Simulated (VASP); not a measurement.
# MoS2 (P-3m1) in VASP: notebook

MoS2 is run at these levels: PBEsol; tasks: single point.

All numbers are computed with VASP 6.6.1; they aren't measurements. Logs are shortened: lines on timing, memory, paths and dates and some standing lists are left out, and cuts for length are marked.

### Step 1. The cell of the first run

The structure is trigonal, space group P-3m1 (No. 164). Conventional cell: a = 3.230 Å, b = 3.230 Å, c = 5.794 Å, α = 90.00°, β = 90.00°, γ = 120.00°. Mo (site symmetry -3m) has 6 S at 2.39 Å and 6 Mo at 3.23 Å within 3.3 Å. S (site symmetry 3m) has 3 Mo at 2.39 Å and 12 S at 3.23 to 3.53 Å within 3.6 Å.

### Step 2. Single point, PBEsol

INCAR

```
SYSTEM = MoS2
  PREC = Accurate
  ENCUT = 520
  EDIFF = 1E-6
  ISMEAR = 0
  SIGMA = 0.15
  LREAL = .False.
  LASPH = .True.
  NELM = 60
  ALGO = Normal
  ISIF = 2
  LWAVE = .False.
  LCHARG = .False.
  GGA = PS
  NBANDS = 20
```

KPOINTS

```
Automatic mesh
0
Gamma
  18 18 10
  0 0 0
```

POSCAR

```
MoS2
1.0
    3.2297150268      0.0000000000      0.0000000000
   -1.6148575134      2.7970152601      0.0000000000
    0.0000000000      0.0000000000      5.7935423268
Mo S
1 2
Direct
    0.0000000000      0.0000000000      0.5000000000
    0.3333333333      0.6666666667      0.2410625189
    0.6666666667      0.3333333333      0.7589374811
```

Potentials or basis: VASP PAW PBE potentials, release 64 (Mo_sv, S).

The run is started by

```
cat potpaw_PBE.64/Mo_sv/POTCAR potpaw_PBE.64/S/POTCAR > POTCAR
mpirun -np 1 vasp_std > vasp.out
```

OUTCAR:

```text
SYSTEM = MoS2
   PREC = Accurate
   ENCUT = 520
   EDIFF = 1E-6
   ISMEAR = 0
   LREAL = .False.
   LASPH = .True.
   NELM = 60
   ISIF = 2
   GGA = PS

 ion  position               nearest neighbor table
   1  0.000  0.000  0.500-   2 2.39   3 2.39   2 2.39   3 2.39   3 2.39   2 2.39
   2  0.333  0.667  0.241-   1 2.39   1 2.39   1 2.39
   3  0.667  0.333  0.759-   1 2.39   1 2.39   1 2.39

  LATTYP: Found a hexagonal cell.
 ALAT       =     3.2297150268
 C/A-ratio  =     1.7938246188

  Lattice vectors:

 A1 = (   3.2297150268,   0.0000000000,   0.0000000000)
 A2 = (  -1.6148575134,   2.7970152601,   0.0000000000)
 A3 = (   0.0000000000,   0.0000000000,   5.7935423268)

Analysis of symmetry for initial positions (statically):
=====================================================================
 Subroutine PRICEL returns:
 Original cell was already a primitive cell.

 Routine SETGRP: Setting up the symmetry group for a
 hexagonal supercell.

 Subroutine GETGRP returns: Found 12 space group operations
 (whereof 12 operations were pure point group operations)
 out of a pool of 24 trial point group operations.

The static configuration has the point symmetry D_3d.

Analysis of symmetry for dynamics (positions and initial velocities):
=====================================================================
 Subroutine PRICEL returns:
 Original cell was already a primitive cell.

 Routine SETGRP: Setting up the symmetry group for a
 hexagonal supercell.

 Subroutine GETGRP returns: Found 12 space group operations
 (whereof 12 operations were pure point group operations)
 out of a pool of 24 trial point group operations.

The dynamic configuration has the point symmetry D_3d.

 Subroutine INISYM returns: Found 12 space group operations
 (whereof 12 operations are pure point group operations),
 and found     1 'primitive' translations

----------------------------------------------------------------------------------------

                                     Primitive cell

  volume of cell :      52.3363

  direct lattice vectors                    reciprocal lattice vectors
     3.229715027  0.000000000  0.000000000     0.309624840  0.178761985  0.000000000
    -1.614857513  2.797015260  0.000000000     0.000000000  0.357523970  0.000000000
     0.000000000  0.000000000  5.793542327     0.000000000  0.000000000  0.172605971

  length of vectors
     3.229715027  3.229715027  5.793542327     0.357523970  0.357523970  0.172605971

  position of ions in fractional coordinates (direct lattice)
     0.000000000  0.000000000  0.500000000
     0.333333333  0.666666667  0.241062519
     0.666666667  0.333333333  0.758937481

  ion indices of the primitive-cell ions
   primitive index   ion index
                 1           1
                 2           2
                 3           3

----------------------------------------------------------------------------------------

 KPOINTS: Automatic mesh

Automatic generation of k-mesh.
 Grid dimensions read from file:
 generate k-points for:   18   18   10

 Generating k-lattice:

  Cartesian coordinates                     Fractional coordinates (reciprocal lattice)
     0.017201380  0.009931221  0.000000000     0.055555556  0.000000000  0.000000000
     0.000000000  0.019862443  0.000000000     0.000000000  0.055555556  0.000000000
     0.000000000  0.000000000  0.017260597     0.000000000  0.000000000  0.100000000

  Length of vectors
     0.019862443  0.019862443  0.017260597

  Shift w.r.t. Gamma in fractional coordinates (k-lattice)
     0.000000000  0.000000000  0.000000000

 Subroutine IBZKPT returns following result:
 ===========================================

 Found    330 irreducible k-points:

 Following reciprocal coordinates:
            Coordinates               Weight
  0.000000  0.000000  0.000000      1.000000
  0.055556  0.000000  0.000000      6.000000
  0.111111  0.000000  0.000000      6.000000
  0.166667  0.000000  0.000000      6.000000
  0.222222  0.000000  0.000000      6.000000
  0.277778  0.000000  0.000000      6.000000
[... 16 lines left out ...]
  0.333333  0.111111  0.000000     12.000000
  0.388889  0.111111  0.000000     12.000000
 [... further k-points ...]
   k-points           NKPTS =    330   k-points in BZ     NKDIM =    330   number of bands    NBANDS=     20
   number of dos      NEDOS =    301   number of ions     NIONS =      3
   total plane-waves  NPLWV =  27648
   dimension x,y,z NGX =    24 NGY =   24 NGZ =   48
   dimension x,y,z NGXF=    48 NGYF=   48 NGZF=   96
   ions per type =               1   2
   NGX,Y,Z   is equivalent  to a cutoff of  12.35, 12.35, 13.77 a.u.
   NGXF,Y,Z  is equivalent  to a cutoff of  24.71, 24.71, 27.55 a.u.
 SYSTEM =  MoS2
   PREC   = accura    normal or accurate (medium, high low for compatibility)
   ISTART =      0    job   : 0-new  1-cont  2-samecut
   ICHARG =      2    charge: 1-file 2-atom 10-const
[... 76 lines left out ...]
      2     -27.8402      2.00000
      3     -27.8285      2.00000
      4     -27.8205      2.00000
      5      -7.1569      2.00000
      6      -5.3055      2.00000
[... 12 lines left out ...]
     19      14.7622      0.00000
     20      17.1116      0.00000

 k-point     3 :       0.1111    0.0000    0.0000
  band No.  band energies     occupation
      1     -53.7594      2.00000
      2     -27.8584      2.00000
      3     -27.8342      2.00000
      4     -27.8273      2.00000
      5      -7.0145      2.00000
      6      -5.2932      2.00000
[... 12 lines left out ...]
     19      15.2625      0.00000
     20      16.8828      0.00000

 k-point     4 :       0.1667    0.0000    0.0000
  band No.  band energies     occupation
      1     -53.7551      2.00000
      2     -27.9039      2.00000
      3     -27.8377      2.00000
      4     -27.8251      2.00000
      5      -6.7874      2.00000
      6      -5.2739      2.00000
[... 12 lines left out ...]
     19      15.8343      0.00000
     20      16.8268      0.00000

 k-point     5 :       0.2222    0.0000    0.0000
  band No.  band energies     occupation
      1     -53.7499      2.00000
      2     -27.9592      2.00000
      3     -27.8504      2.00000
      4     -27.8140      2.00000
      5      -6.4918      2.00000
      6      -5.2481      2.00000
[... 12 lines left out ...]
     19      16.0971      0.00000
     20      16.8400      0.00000

 k-point     6 :       0.2778    0.0000    0.0000
  band No.  band energies     occupation
      1     -53.7443      2.00000
      2     -28.0175      2.00000
      3     -27.8639      2.00000
      4     -27.8020      2.00000
      5      -6.1552      2.00000
      6      -5.2124      2.00000
[... 12 lines left out ...]
     19      15.5295      0.00000
     20      16.4854      0.00000

 k-point     7 :       0.3333    0.0000    0.0000
  band No.  band energies     occupation
      1     -53.7390      2.00000
      2     -28.0718      2.00000
      3     -27.8766      2.00000
      4     -27.7908      2.00000
      5      -5.8255      2.00000
      6      -5.1528      2.00000
[... 12 lines left out ...]
     19      14.9965      0.00000
     20      16.1722      0.00000
[... 277 lines left out ...]
 k-point    20 :       0.1667    0.1111    0.0000
  band No.  band energies     occupation
      1     -53.7478      2.00000
      2     -27.9731      2.00000
      3     -27.8632      2.00000
      4     -27.8095      2.00000
      5      -6.3690      2.00000
      6      -5.2384      2.00000
[... 12 lines left out ...]
     19      16.4543      0.00000
     20      16.6114      0.00000

 k-point    21 :       0.2222    0.1111    0.0000
  band No.  band energies     occupation
      1     -53.7426      2.00000
      2     -28.0234      2.00000
      3     -27.8803      2.00000
      4     -27.7983      2.00000
      5      -6.0409      2.00000
      6      -5.2054      2.00000
[... 12 lines left out ...]
     19      15.9378      0.00000
     20      16.3283      0.00000

 k-point    22 :       0.2778    0.1111    0.0000
  band No.  band energies     occupation
      1     -53.7376      2.00000
      2     -28.0702      2.00000
      3     -27.8964      2.00000
      4     -27.7878      2.00000
      5      -5.7176      2.00000
      6      -5.1521      2.00000
[... 12 lines left out ...]
     19      15.5825      0.00000
     20      16.0017      0.00000

 k-point    23 :       0.3333    0.1111    0.0000
  band No.  band energies     occupation
      1     -53.7336      2.00000
      2     -28.1081      2.00000
      3     -27.9096      2.00000
      4     -27.7792      2.00000
      5      -5.4789      2.00000
      6      -5.0459      2.00000
[... 12 lines left out ...]
     19      15.0862      0.00000
     20      15.9519      0.00000

 k-point    24 :       0.3889    0.1111    0.0000
  band No.  band energies     occupation
      1     -53.7309      2.00000
      2     -28.1326      2.00000
      3     -27.9182      2.00000
      4     -27.7736      2.00000
      5      -5.3742      2.00000
      6      -4.8996      2.00000
[... 12 lines left out ...]
     19      14.9218      0.00000
     20      16.0523      0.00000

 [... further k-points ...]
[... 5 lines left out ...]
  --------------------------------------------------------------------------------------
  -------------------------------------------------------------------------------------
  Total       -0.2977142     -0.2977142      1.6788365      0.0000000     -0.0000000      0.0000000
  in kB       -9.1139555     -9.1139555     51.3943943      0.0000000     -0.0000000      0.0000000
  external PRESSURE =      11.0554944 kB  Pullay stress =       0.0000000 kB

 VOLUME and BASIS-vectors are now :
 -----------------------------------------------------------------------------
  energy-cutoff  :      520.00
  volume of cell :       52.34
      direct lattice vectors                 reciprocal lattice vectors
     3.229715027  0.000000000  0.000000000     0.309624840  0.178761985  0.000000000
    -1.614857513  2.797015260  0.000000000     0.000000000  0.357523970  0.000000000
     0.000000000  0.000000000  5.793542327     0.000000000  0.000000000  0.172605971

 POSITION                                       TOTAL-FORCE (eV/Angst)
 -----------------------------------------------------------------------------------
      0.00000      0.00000      2.89677         0.000000      0.000000      0.000000
     -0.00000      1.86468      1.39661        -0.000000      0.000000     -0.603004
      1.61486      0.93234      4.39694         0.000000      0.000000      0.603004
 -----------------------------------------------------------------------------------
    total drift:                               -0.000000      0.000000     -0.000000

  FREE ENERGIE OF THE ION-ELECTRON SYSTEM (eV)
  ---------------------------------------------------
  free  energy   TOTEN  =       -22.5683380040 eV

  energy  without entropy=      -22.5552861164  energy(sigma->0) =      -22.56181206
```

Run time: 5.3 min. Hardware: 1 thread of Intel Xeon 8259CL, shared host; peak memory 0.42 GiB.

Results:

```yaml
Free_energy: -22.5683 eV
Pressure: 1.1 GPa
Largest_force: 0.603 eV/Å
Band_gap_on_the_k_mesh: zero (bands 13 and 14 overlap by 1.03 eV)
```

Forces on the atoms (eV/Å):
```
Mo   0.000  0.000  0.000
S    0.000  0.000 -0.603
S    0.000  0.000  0.603
```

Stress tensor (GPa, compression positive):
```
-0.91  0.00  0.00
 0.00 -0.91  0.00
 0.00  0.00  5.14
```

Levels at points of the mesh, in eV from the Fermi level:
```csv
k point,band 10,band 11,band 12,band 13,band 14,band 15,band 16,band 17
"(0.00, 0.00, 0.00)",-1.23,-1.06,-1.06,-1.03,-0.39,-0.39,3.20,3.20
"(0.50, 0.00, 0.00)",-4.30,-3.56,-2.04,-1.58,0.85,1.70,3.72,3.97
"(0.00, 0.00, 0.50)",-3.94,-1.08,-1.08,-0.57,-0.57,0.36,3.61,3.61
"(0.50, 0.00, 0.50)",-4.43,-2.22,-2.13,-1.66,0.85,1.69,3.24,4.36
```

Caveat: the stress differs along the axes, from -1 to 5 GPa; the PAW data sets were made with another functional, which shifts forces and pressure a little.

### Step 3. Single point, PBEsol

This run uses another cell than the first one, of the same volume but with other edges.

INCAR

```
  PREC = Accurate
  ENCUT = 520
  EDIFF = 1E-6
  ISMEAR = 0
  SIGMA = 0.15
  LREAL = False
  LASPH = True
  NELM = 60
  ALGO = Normal
  ISIF = 2
  LWAVE = False
  LCHARG = False
  GGA = PS
  NBANDS = 20
```

KPOINTS

```
Automatic mesh
0
Gamma
  18 18 10
```

POSCAR

```
MoS2
1.0
    3.0429577204      0.0000000000      0.0000000000
   -1.5214788602      2.6352786885      0.0000000000
    0.0000000000      0.0000000000      6.5265062175
Mo S
1 2
Direct
    0.0000000000      0.0000000000      0.5000000000
    0.3333333333      0.6666666667      0.2410625189
    0.6666666667      0.3333333333      0.7589374811
```

Potentials or basis: VASP PAW PBE potentials, release 64 (Mo_sv, S).

The run is started by

```
cat potpaw_PBE.64/Mo_sv/POTCAR potpaw_PBE.64/S/POTCAR > POTCAR
mpirun -np 1 vasp_std > vasp.out
```

Wall time 6.5 min (1 thread of Intel Xeon 8259CL, shared host); peak memory 0.42 GiB.

The run converged. Its results:

| Quantity | Value |
| --- | --- |
| Free energy | -22.5249 eV |
| Pressure | -1.5 GPa |
| Largest force | 0.884 eV/Å |
| Band gap on the k mesh | zero (bands 13 and 14 overlap by 0.78 eV) |

Forces on the atoms (eV/Å):
```
Mo   0.000  0.000  0.000
S    0.000  0.000  0.884
S    0.000  0.000 -0.884
```

Stress tensor (GPa, compression positive):
```
 2.07  0.00  0.00
 0.00  2.07  0.00
 0.00  0.00 -8.68
```

Levels at points of the mesh, in eV from the Fermi level:
| k point | band 11 | band 12 | band 13 | band 14 | band 15 | band 16 |
| --- | --- | --- | --- | --- | --- | --- |
| (0.00, 0.00, 0.00) | -2.11 | -0.50 | -0.50 | 0.58 | 0.58 | 3.28 |
| (0.50, 0.00, 0.00) | -3.15 | -2.27 | -1.15 | 1.74 | 1.92 | 3.57 |
| (0.00, 0.00, 0.50) | -0.90 | -0.51 | -0.51 | 0.50 | 0.50 | 3.43 |
| (0.50, 0.00, 0.50) | -2.74 | -2.34 | -0.97 | 1.92 | 2.14 | 3.24 |

Caveat: the stress differs along the axes, from -9 to 2 GPa; the PAW data sets were made with another functional, which shifts forces and pressure a little; this functional lacks dispersion, which binds layers or chains, so the pressure and a relaxed spacing across them are unreliable.

### Step 4. Single point, PBEsol

This run uses another cell than the first one, of the same volume but with other edges.

INCAR

```
SYSTEM = MoS2
PREC     = Accurate       ! precision mode
ENCUT    = 520            ! plane-wave cutoff, eV
EDIFF    = 1E-6           ! SCF threshold, eV
ISMEAR   = 0              ! smearing method
SIGMA    = 0.15           ! smearing width, eV
LREAL    = .FALSE.        ! projectors in reciprocal space
LASPH    = .TRUE.         ! aspherical terms in the spheres
NELM     = 100            ! most SCF steps
ALGO     = Normal         ! electronic algorithm
ISIF     = 2              ! what is computed and relaxed
LWAVE    = .FALSE.        ! write WAVECAR
LCHARG   = .FALSE.        ! write CHGCAR
GGA      = PS             ! functional
NBANDS   = 20             ! bands
```

KPOINTS

```
Automatic mesh
0
G
  18 18 10
  0 0 0
```

POSCAR

```
MoS2
1.0
    3.1842200227      0.0000000000      0.0000000000
   -1.5921100114      2.7576154309      0.0000000000
    0.0000000000      0.0000000000      5.9602771496
Mo S
1 2
Direct
    0.0000000000      0.0000000000      0.5000000000
    0.3333333333      0.6666666667      0.2410625189
    0.6666666667      0.3333333333      0.7589374811
```

The run is started by

```
cat potpaw_PBE.64/Mo_sv/POTCAR potpaw_PBE.64/S/POTCAR > POTCAR
mpirun -np 1 vasp_std > vasp.out
```

It took 5.5 min on 1 thread of Intel Xeon 8259CL, shared host; peak memory 0.42 GiB.

Results (log left out):

| Item | Value |
| --- | --- |
| Free energy | -22.6100 eV |
| Pressure | 0.7 GPa |
| Largest force | 0.307 eV/Å |
| Band gap on the k mesh | zero (bands 13 and 14 overlap by 1.07 eV) |

Forces on the atoms (eV/Å):
```
Mo   0.000  0.000  0.000
S    0.000  0.000 -0.307
S    0.000  0.000  0.307
```

Stress tensor (GPa, compression positive):
```
-0.32  0.00  0.00
 0.00 -0.32  0.00
 0.00  0.00  2.61
```

Levels at points of the mesh, in eV from the Fermi level:
```
           k point  band 11  band 12  band 13  band 14  band 15  band 16
(0.00, 0.00, 0.00)    -1.32    -0.99    -0.99    -0.23    -0.23     3.18
(0.50, 0.00, 0.00)    -3.51    -1.86    -1.77     1.05     1.78     3.72
(0.00, 0.00, 0.50)    -1.00    -1.00    -0.38    -0.38     0.08     3.51
(0.50, 0.00, 0.50)    -2.38    -2.24    -1.54     1.05     1.84     3.22
```

Caveat: the PAW data sets were made with another functional, which shifts forces and pressure a little; this functional lacks dispersion, which binds layers or chains, so the pressure and a relaxed spacing across them are unreliable.

### Step 5. Overview

| cell | gap on the mesh (eV) | pressure (GPa) | largest force (eV/Å) |
| --- | --- | --- | --- |
| a = 3.230, b = 3.230, c = 5.794 Å, angles 90.0, 90.0, 120.0°, 3 atoms | none | 1.1 | 0.60 |
| a = 3.043, b = 3.043, c = 6.527 Å, angles 90.0, 90.0, 120.0°, 3 atoms | none | -1.5 | 0.88 |
| a = 3.184, b = 3.184, c = 5.960 Å, angles 90.0, 90.0, 120.0°, 3 atoms | none | 0.7 | 0.31 |

Alike in all rows: task single point; level PBEsol; potentials or basis VASP PAW PBE potentials, release 64 (Mo_sv, S); no spin polarisation; k mesh 18 × 18 × 10; cutoff (eV) 520; smearing gaussian 0.15 eV.

Caveats: the PAW data sets were made with another functional, which shifts forces and pressure a little; this functional lacks dispersion, which binds layers or chains, so the pressure and a relaxed spacing across them are unreliable (at least some runs); the stress differs along the axes, from -1 to 5 GPa (at least some runs); the stress differs along the axes, from -9 to 2 GPa (at least some runs).

Absolute energies hang on the potentials; compare differences alone.
